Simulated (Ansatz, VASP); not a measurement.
# Cu2PbS4: VASP beside Ansatz

```
CELL_PARAMETERS angstrom
5.30765 0.01244 0.00217
0.01242 5.32977 0.00224
0.00316 0.00075 5.57016
ATOMIC_POSITIONS crystal
Cu 0.49987 0.00081 0.00053
Cu 0.00037 0.49921 0.99867
Pb 0.99942 0.99891 0.49913
S 0.72275 0.72241 0.22271
S 0.72258 0.27737 0.77653
S 0.27732 0.27774 0.22484
S 0.27768 0.72354 0.77759
```

Change from the starting cell: cell x1, atoms moved at random (sigma 0.15 Å) and cell strained at random (1.5 %), then relaxed without symmetry.

Alike in both runs: functional PBE; k mesh 4 × 4 × 4; occupations gaussian, width 0.2 eV; no spin polarisation.

Ansatz relaxed the structure, and its values are those at the end. VASP's run is a single point on that final structure, the one shown.

|  | VASP | Ansatz |
| --- | --- | --- |
| version | VASP 6.6.1 | Ansatz 0.2.0 |
| potentials or method | VASP PAW PBE potentials, release 64 (Cu, Pb_d, S), cutoff 520 eV | scalar-relativistic, plane waves, PAW |
| valence electrons in the cell | 60 | 76 |

```csv
,VASP,Ansatz,Ansatz less VASP
gap on the k mesh at the Fermi level (eV),none,none,-
pressure (GPa),0.0,0.0,-0.08
rms of the force components (eV/Å),0.012,0.010,-0.0023
```

A gap of «none» marks a metal or a gap that the smearing closes. VASP's potentials hold 60 valence electrons a cell and Ansatz's 76, so a difference there can come from the potentials and not from the codes.

Spin-orbit coupling is off throughout.
